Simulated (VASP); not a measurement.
# K (Im-3m) in VASP: settings compared

The runs below take K through single point, with r2SCAN, r2SCAN+D3(BJ).

Everything below comes from runs of VASP 6.6.1. Logs are shortened: lines on timing, memory, paths and dates and some standing lists are left out, and cuts for length are marked.

### 1 The cell of the first run

The structure is cubic, space group Im-3m (No. 229). The conventional cell has a = 5.221 Å, b = 5.221 Å, c = 5.221 Å, α = 90.00°, β = 90.00°, γ = 90.00°.

### 2 Single point, r2SCAN

POSCAR reads:

```
K
1.0
   -2.6105770000      2.6105770000      2.6105770000
    2.6105770000     -2.6105770000      2.6105770000
    2.6105770000      2.6105770000     -2.6105770000
K
1
Direct
    0.0000000000      0.0000000000      0.0000000000
```

INCAR.step1 reads:

```
  ALGO = Normal
  EDIFF = 1E-4
  ENCUT = 520
  GGA = PE
  ISMEAR = -1
  LASPH = True
  LCHARG = False
  LREAL = False
  LWAVE = True
  NBANDS = 10
  NELM = 80
  PREC = Accurate
  SIGMA = 0.1
```

INCAR.step2 reads:

```
  ALGO = Normal
  EDIFF = 1E-6
  ENCUT = 520
  ISIF = 2
  ISMEAR = -1
  ISTART = 1
  LASPH = True
  LCHARG = True
  LELF = True
  LMIXTAU = True
  LREAL = False
  LVHAR = True
  LWAVE = False
  METAGGA = R2SCAN
  NBANDS = 10
  NELM = 80
  PREC = Accurate
  SIGMA = 0.1
```

KPOINTS reads:

```
k-points
0
Gamma
  5 5 5
```

Potentials or basis: VASP PAW PBE potentials, release 64 (K_sv).

Command:

```sh
cat potpaw_PBE.64/K_sv/POTCAR > POTCAR
cp INCAR.step1 INCAR
mpirun -np 1 vasp_std > vasp.out
cp INCAR.step2 INCAR
mpirun -np 1 vasp_std > vasp.out
```

OUTCAR:

```text
EDIFF = 1E-6
   ENCUT = 520
   ISIF = 2
   ISMEAR = -1
   ISTART = 1
   LASPH = True
   LREAL = False
   METAGGA = R2SCAN
   NELM = 80
   PREC = Accurate

 ion  position               nearest neighbor table
   1  0.000  0.000  0.000-

  LATTYP: Found a body centered cubic cell.
 ALAT       =     5.2211540000

  Lattice vectors:

 A1 = (  -2.6105770000,   2.6105770000,   2.6105770000)
 A2 = (   2.6105770000,  -2.6105770000,   2.6105770000)
 A3 = (   2.6105770000,   2.6105770000,  -2.6105770000)

Analysis of symmetry for initial positions (statically):
=====================================================================
 Subroutine PRICEL returns:
 Original cell was already a primitive cell.

 Routine SETGRP: Setting up the symmetry group for a
 body centered cubic supercell.

 Subroutine GETGRP returns: Found 48 space group operations
 (whereof 48 operations were pure point group operations)
 out of a pool of 48 trial point group operations.

The static configuration has the point symmetry O_h .

Analysis of symmetry for dynamics (positions and initial velocities):
=====================================================================
 Subroutine PRICEL returns:
 Original cell was already a primitive cell.

 Routine SETGRP: Setting up the symmetry group for a
 body centered cubic supercell.

 Subroutine GETGRP returns: Found 48 space group operations
 (whereof 48 operations were pure point group operations)
 out of a pool of 48 trial point group operations.

The dynamic configuration has the point symmetry O_h .

 Subroutine INISYM returns: Found 48 space group operations
 (whereof 48 operations are pure point group operations),
 and found     1 'primitive' translations

----------------------------------------------------------------------------------------

                                     Primitive cell

  volume of cell :      71.1655

  direct lattice vectors                    reciprocal lattice vectors
    -2.610577000  2.610577000  2.610577000     0.000000000  0.191528539  0.191528539
     2.610577000 -2.610577000  2.610577000     0.191528539  0.000000000  0.191528539
     2.610577000  2.610577000 -2.610577000     0.191528539  0.191528539  0.000000000

  length of vectors
     4.521652001  4.521652001  4.521652001     0.270862258  0.270862258  0.270862258

  position of ions in fractional coordinates (direct lattice)
     0.000000000  0.000000000  0.000000000

  ion indices of the primitive-cell ions
   primitive index   ion index
                 1           1

----------------------------------------------------------------------------------------

 KPOINTS: k-points

Automatic generation of k-mesh.
 Grid dimensions read from file:
 generate k-points for:    5    5    5

 Generating k-lattice:

  Cartesian coordinates                     Fractional coordinates (reciprocal lattice)
     0.000000000  0.038305708  0.038305708     0.200000000  0.000000000  0.000000000
     0.038305708  0.000000000  0.038305708     0.000000000  0.200000000  0.000000000
     0.038305708  0.038305708  0.000000000     0.000000000  0.000000000  0.200000000

  Length of vectors
     0.054172452  0.054172452  0.054172452

  Shift w.r.t. Gamma in fractional coordinates (k-lattice)
     0.000000000  0.000000000  0.000000000

 Subroutine IBZKPT returns following result:
 ===========================================

 Found     10 irreducible k-points:

 Following reciprocal coordinates:
            Coordinates               Weight
  0.000000  0.000000  0.000000      1.000000
  0.200000  0.000000  0.000000     12.000000
  0.400000  0.000000  0.000000     12.000000
  0.200000  0.200000  0.000000     24.000000
  0.400000  0.200000  0.000000     24.000000
  0.200000  0.200000  0.200000      8.000000
 -0.200000  0.200000  0.200000      6.000000
 -0.400000  0.400000  0.200000     24.000000
 -0.400000 -0.400000  0.200000      8.000000
 -0.400000  0.400000  0.400000      6.000000
   k-points           NKPTS =     10   k-points in BZ     NKDIM =     10   number of bands    NBANDS=     10
   number of dos      NEDOS =    301   number of ions     NIONS =      1
   total plane-waves  NPLWV =  46656
   dimension x,y,z NGX =    36 NGY =   36 NGZ =   36
   dimension x,y,z NGXF=    72 NGYF=   72 NGZF=   72
   ions per type =               1
   NGX,Y,Z   is equivalent  to a cutoff of  13.24, 13.24, 13.24 a.u.
   NGXF,Y,Z  is equivalent  to a cutoff of  26.47, 26.47, 26.47 a.u.
 SYSTEM =  unknown system
   PREC   = accura    normal or accurate (medium, high low for compatibility)
   ISTART =      1    job   : 0-new  1-cont  2-samecut
   ICHARG =      0    charge: 1-file 2-atom 10-const
   ISPIN  =      1    spin polarized calculation?
   LNONCOLLINEAR =      F non collinear calculations
   LSORBIT =      F    spin-orbit coupling
   LASPH  =      T    aspherical Exc in radial PAW
   ENCUT  =  520.0 eV  38.22 Ry    6.18 a.u.   8.41  8.41  8.41*2*pi/ulx,y,z
   NELM   =     80;   NELMIN=  2; NELMDL=  0     # of ELM steps
   EDIFF  = 0.1E-05   stopping-criterion for ELM
   LREAL  =      F    real-space projection
   EDIFFG = 0.1E-04   stopping-criterion for IOM
   NSW    =      0    number of steps for IOM
   IBRION =     -1    ionic relax: 0-MD 1-quasi-New 2-CG
   NFREE  =      0    steps in history (QN), initial steepest desc. (CG)
   ISIF   =      2    stress and relaxation
   ISYM   =      2    0-nonsym 1-usesym 2-fastsym
   POTIM  = 0.5000    time-step for ionic-motion
   TEBEG  =    0.0;   TEEND  =   0.0 temperature during run
   PSTRESS=    0.0 pullay stress
   NELECT =       9.0000    total number of electrons
   NUPDOWN=      -1.0000    fix difference up-down
   EMIN   =  10.00;   EMAX   =-10.00  energy-range for DOS
   EFERMI =   0.00;   METHOD = LEGACY
   ISMEAR =    -1;   SIGMA  =   0.10  broadening in eV -4-tet -1-fermi 0-gaus
   EFERMI_NEDOS =   21; number of points for ismear=-14 and -15
   IALGO  =     38    algorithm
   IMIX   =      4    mixing-type and parameters
     AMIX     =   0.40;   BMIX     =  1.00
     AMIX_MAG =   1.60;   BMIX_MAG =  1.00
  volume/ion in A,a.u.               =      71.17       480.25
  Fermi-wavevector in a.u.,A,eV,Ry     =   0.821736  1.552857  9.187342  0.675251
  Thomas-Fermi vector in A             =   1.932948
   LORBIT       =      0    0 simple, 1 ext, 2 COOP (PROOUT), +10 PAW based schemes
   METAGGA = R2SCAN    functional components
   LHFCALC =     F    Hartree Fock is set to
   AEXX    =    0.0000 exact exchange contribution
   IVDW    =     0    specifies the selected vdW correction
   LEPSILON=     F    determine dielectric tensor
   LRPA    =     F    only Hartree local field effects (RPA)
 non-spin polarized calculation
  energy-cutoff  :      520.00
  volume of cell :       71.17
 maximum number of plane-waves:      1961
 NGX is ok and might be reduce to    36
   NGX = 17   NGY = 17   NGZ = 17

 number of electron       9.0000000 magnetization

 Free energy of the ion-electron system (eV)
  ---------------------------------------------------
  ext. energy  EPLUGINS =         0.00000000
  ---------------------------------------------------
  free energy    TOTEN  =        -6.02501429 eV

  energy without entropy =       -5.99783395  energy(sigma->0) =       -6.01142412

 E-fermi :   0.0183     XC(G=0):  -5.9917

 val. band max:       -0.3440951556   @ k =   0.4000   0.0000   0.0000
 cond. band min:       0.0921859193   @ k =  -0.4000   0.4000   0.2000
 fundamental gap:      0.4362810749
 Fermi energy:         0.0183247561

 k-point     1 :       0.0000    0.0000    0.0000
  band No.  band energies     occupation
      1     -33.6253      2.00000
      2     -16.2944      2.00000
      3     -16.2944      2.00000
      4     -16.2944      2.00000
      5      -2.3410      2.00000
      6       4.7966      0.00000
      7       4.7966      0.00000
      8       4.7966      0.00000
      9       5.7752      0.00000
     10       5.7752      0.00000

 k-point     2 :       0.2000    0.0000    0.0000
  band No.  band energies     occupation
      1     -33.6235      2.00000
      2     -16.3216      2.00000
      3     -16.3031      2.00000
      4     -16.2943      2.00000
      5      -1.8070      2.00000
      6       3.7407      0.00000
      7       4.2231      0.00000
      8       5.2281      0.00000
      9       5.5316      0.00000
     10       5.6850      0.00000

 k-point     3 :       0.4000    0.0000    0.0000
  band No.  band energies     occupation
      1     -33.6207      2.00000
      2     -16.3648      2.00000
      3     -16.3173      2.00000
      4     -16.2944      2.00000
      5      -0.3441      1.94804
      6       1.6590      0.00000
      7       3.5979      0.00000
      8       5.5929      0.00000
      9       5.9847      0.00000
     10       6.4579      0.00000

 k-point     4 :       0.2000    0.2000    0.0000
  band No.  band energies     occupation
      1     -33.6213      2.00000
      2     -16.3503      2.00000
      3     -16.3151      2.00000
      4     -16.3003      2.00000
      5      -0.8062      1.99948
      6       2.6386      0.00000
      7       3.2227      0.00000
      8       5.4371      0.00000
      9       5.6427      0.00000
     10       6.2555      0.00000

 k-point     5 :       0.4000    0.2000    0.0000
  band No.  band energies     occupation
      1     -33.6199      2.00000
      2     -16.3623      2.00000
      3     -16.3301      2.00000
      4     -16.3019      2.00000
      5       0.8746      0.00038
      6       0.9553      0.00017
      7       2.7200      0.00000
      8       5.2092      0.00000
      9       6.1224      0.00000
     10       6.2036      0.00000

 k-point     6 :       0.2000    0.2000    0.2000
  band No.  band energies     occupation
      1     -33.6202      2.00000
      2     -16.3521      2.00000
      3     -16.3195      2.00000
      4     -16.3195      2.00000
      5       0.5214      0.01298
      6       2.0370      0.00000
      7       2.0370      0.00000
      8       4.4068      0.00000
      9       6.3473      0.00000
     10       6.3473      0.00000

 k-point     7 :      -0.2000    0.2000    0.2000
  band No.  band energies     occupation
      1     -33.6219      2.00000
      2     -16.3252      2.00000
      3     -16.3125      2.00000
      4     -16.3125      2.00000
      5      -1.2965      2.00000
      6       3.6738      0.00000
      7       4.0672      0.00000
      8       4.0672      0.00000
      9       5.4067      0.00000
     10       6.2810      0.00000

 k-point     8 :      -0.4000    0.4000    0.2000
  band No.  band energies     occupation
      1     -33.6193      2.00000
      2     -16.3580      2.00000
      3     -16.3274      2.00000
      4     -16.3140      2.00000
      5       0.0922      0.64662
      6       1.9351      0.00000
      7       3.7024      0.00000
      8       4.0268      0.00000
      9       5.5936      0.00000
     10       6.4256      0.00000

 k-point     9 :      -0.4000   -0.4000    0.2000
  band No.  band energies     occupation
      1     -33.6182      2.00000
      2     -16.3508      2.00000
      3     -16.3508      2.00000
      4     -16.3184      2.00000
      5       1.3893      0.00000
      6       1.3893      0.00000
      7       2.4691      0.00000
      8       4.9191      0.00000
      9       4.9191      0.00000
     10       6.3716      0.00000

 k-point    10 :      -0.4000    0.4000    0.4000
  band No.  band energies     occupation
      1     -33.6171      2.00000
      2     -16.3485      2.00000
      3     -16.3437      2.00000
      4     -16.3437      2.00000
      5       1.1448      0.00003
      6       1.9856      0.00000
      7       3.8316      0.00000
      8       3.8316      0.00000
      9       4.0555      0.00000
     10       6.6997      0.00000

------------------------ aborting loop because EDIFF is reached ----------------------------------------

  FORCE on cell =-STRESS in cart. coord.  units (eV):
  Direction    XX          YY          ZZ          XY          YZ          ZX
  --------------------------------------------------------------------------------------
  -------------------------------------------------------------------------------------
  Total        0.1160264      0.1160264      0.1160264     -0.0000000      0.0000000     -0.0000000
  in kB        2.6121492      2.6121492      2.6121492     -0.0000000      0.0000000     -0.0000000
  external PRESSURE =       2.6121492 kB  Pullay stress =       0.0000000 kB

 VOLUME and BASIS-vectors are now :
 -----------------------------------------------------------------------------
  energy-cutoff  :      520.00
  volume of cell :       71.17
      direct lattice vectors                 reciprocal lattice vectors
    -2.610577000  2.610577000  2.610577000     0.000000000  0.191528539  0.191528539
     2.610577000 -2.610577000  2.610577000     0.191528539  0.000000000  0.191528539
     2.610577000  2.610577000 -2.610577000     0.191528539  0.191528539  0.000000000

 POSITION                                       TOTAL-FORCE (eV/Angst)
 -----------------------------------------------------------------------------------
      0.00000      0.00000      0.00000        -0.000000      0.000000      0.000000
 -----------------------------------------------------------------------------------
    total drift:                               -0.000000      0.000000      0.000000

  FREE ENERGIE OF THE ION-ELECTRON SYSTEM (eV)
  ---------------------------------------------------
  free  energy   TOTEN  =        -6.0250142941 eV

  energy  without entropy=       -5.9978339471  energy(sigma->0) =       -6.01142412
```

Run time: 20 s. Hardware: 1 thread of Intel Xeon 6975P-C (Granite Rapids), shared host; peak memory 0.2 GiB.

Results:

| Item | Value |
| --- | --- |
| Free energy | -6.0250 eV |
| Pressure | 0.3 GPa |

Caveat: the PAW data sets were made with another functional, which shifts forces and pressure a little.

### 3 Single point, r2SCAN

POSCAR is that of step 2.

INCAR.step1 reads:

```
SYSTEM = K
PREC = Accurate
ENCUT = 520
ISMEAR = -1
SIGMA = 0.1
LREAL = .FALSE.
LASPH = .TRUE.
NELM = 80
NBANDS = 10
GGA = PE
ALGO = Normal
EDIFF = 1E-4
LWAVE = .TRUE.
LCHARG = .FALSE.
```

INCAR.step2 reads:

```
SYSTEM = K
PREC = Accurate
ENCUT = 520
EDIFF = 1E-6
ISMEAR = -1
SIGMA = 0.1
LREAL = .FALSE.
LASPH = .TRUE.
NELM = 80
ALGO = Normal
ISIF = 2
LWAVE = .FALSE.
LCHARG = .TRUE.
METAGGA = R2SCAN
LMIXTAU = .TRUE.
LELF = .TRUE.
LVHAR = .TRUE.
NBANDS = 10
ISTART = 1
```

KPOINTS reads:

```
regular mesh
0
G
  5 5 5
  0 0 0
```

Potentials or basis: VASP PAW PBE potentials, release 64 (K_sv).

Command:

```sh
cat potpaw_PBE.64/K_sv/POTCAR > POTCAR
cp INCAR.step1 INCAR
mpirun -np 1 vasp_std > vasp.out
cp INCAR.step2 INCAR
mpirun -np 1 vasp_std > vasp.out
```

Wall time 22 s (1 thread of Intel Xeon 6975P-C (Granite Rapids), shared host); peak memory 0.2 GiB.

Results (log left out):

* Free energy: -6.0250 eV
* Pressure: 0.3 GPa

Levels at points of the mesh, in eV from the Fermi level:
| k point | band 2 | band 3 | band 4 | band 5 | band 6 | band 7 |
| --- | --- | --- | --- | --- | --- | --- |
| (0.00, 0.00, 0.00) | -16.31 | -16.31 | -16.31 | -2.36 | 4.78 | 4.78 |

Caveat: the PAW data sets were made with another functional, which shifts forces and pressure a little.

[end of part 1 of 2]
